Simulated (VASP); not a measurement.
Hg: relaxation of cell and atoms with PBE

The system is Hg.

```
Hg
1.0
     2.92083    0.00000    0.00000
     0.00000    2.92083    0.00000
     0.00000    0.00000    2.92083
Hg
1
Direct
  0.00000 0.00000 0.00000
```

```json
{"Program": "VASP 6.6.1", "Task": "relaxation of cell and atoms", "Functional": "PBE", "Potentials or basis": "VASP PAW PBE potentials, release 64 (Hg_sv_GW)", "Cutoff": "500 eV", "k mesh": "11 × 11 × 11", "Occupations": "fermi-dirac, width 0.1 eV", "Spin": "no spin polarisation", "Dipole correction": "no", "Further INCAR settings": "ALGO = Normal; EDIFF = 1e-07; IBRION = 2; EDIFFG = -0.01; NSW = 80; ISIF = 3"}
```

```yaml
Relaxed_volume: 27.26 Å³/atom
Relaxed_cell: a = 3.009 Å, b = 3.009 Å, c = 3.009 Å, α = 90.00°, β = 90.00°, γ = 90.00°
Space_group_after_relaxing_to_0.1_Å: Pm-3m (No. 221)
Energy_gained_by_relaxing: 29.7 meV/atom
Ionic_steps: 3
Pressure_after_relaxing: 0.0 GPa
Band_gap_on_the_k_mesh: zero (bands 10 and 11 overlap by 3.93 eV)
```

The path:
```
step  energy change (eV)  largest force (eV/Å)  pressure (GPa)  volume (Å³)
   1              0.0000                0.0000            4.56        24.92
   2             -0.0293                0.0000           -0.39        27.57
   3             -0.0297                0.0000            0.01        27.26
```

Final structure:
```
CELL_PARAMETERS angstrom
3.00942 0.00000 0.00000
0.00000 3.00942 0.00000
0.00000 0.00000 3.00942
ATOMIC_POSITIONS crystal
Hg 0.00000 0.00000 0.00000
```

Levels at points of the mesh, in eV from the Fermi level:
```csv
k point,band 6,band 7,band 8,band 9,band 10,band 11,band 12,band 13,band 14
"(0.00, 0.00, 0.00)",-7.89,-7.89,-5.83,-5.83,-5.83,9.94,9.94,9.94,13.48
```

Run time: 35 s on 1 thread of Intel(R) Xeon(R) Platinum 8259CL CPU @ 2.50GHz (Skylake/Cascade Lake), on a shared host, peak memory 0.17 GiB.

Caveat: spin-orbit coupling is left out, which moves the levels of the heavy elements.
